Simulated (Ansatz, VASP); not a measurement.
## One calculation of Hg, two programs

The input INCAR:

```
SYSTEM = Hg
ALGO = Normal
EDIFF = 1E-6
ENCUT = 520
GGA = CA
ISIF = 2
ISMEAR = -1
LASPH = .True.
LCHARG = .False.
LREAL = .False.
LWAVE = .False.
NBANDS = 12
NELM = 100
PREC = Accurate
SIGMA = 0.1
```

Contents of KPOINTS:

```
k-points
0
Gamma
  18 18 18
  0 0 0
```

The input POSCAR:

```
Hg
1.0
    2.8149871353      0.0000000000      0.0000000000
    0.0000000000      2.8149871353      0.0000000000
    0.0000000000      0.0000000000      2.8149871353
Hg
1
Direct
    0.0000000000      0.0000000000      0.0000000000
```

Input for Ansatz:

```yaml
crystal:
  lattice:
    - [2.8149871353, 0.0, 0.0]
    - [0.0, 2.8149871353, 0.0]
    - [0.0, 0.0, 2.8149871353]
  atoms:
    - { symbol: Hg, position: [0.0, 0.0, 0.0] }
hamiltonian:
  xc: lda
  pseudopotentials:
    kind: paw
    azcp:
      Hg: "pseudopotentials/Hg.paw.azcp"
basis:
  ecutwfc: 420
  fft_grid_basis: typed
kpoints:
  mp_grid: { grid: [18, 18, 18], shift: [0, 0, 0] }
magnetization:
  spin_polarized: false
scf:
  occupations: { method: fermi_dirac, width: 0.1 }
output:
  stress: true
```

Alike in both runs: task single point; functional LDA; k mesh 18 × 18 × 18; occupations fermi-dirac, width 0.1 eV; no spin polarisation.

```csv
,VASP,Ansatz
version,VASP 6.6.1,Ansatz 0.2.0
potentials or method,"VASP PAW LDA potentials, release 64 (Hg), cutoff 520 eV","plane waves (420 eV) with PAW, scalar-relativistic"
valence electrons in the cell,12,20
```

|  | VASP | Ansatz | Ansatz less VASP |
| --- | --- | --- | --- |
| pressure (GPa) | 7.0 | 5.8 | -1.20 |

Ansatz warns that its potentials were made for another functional, while VASP's fit it. LDA's correlation is that of Perdew and Zunger in VASP and of Perdew and Wang (1992) in Ansatz. VASP's potentials hold 12 valence electrons a cell and Ansatz's 20, so a difference there can come from the potentials and not from the codes.

Spin-orbit coupling is off throughout.
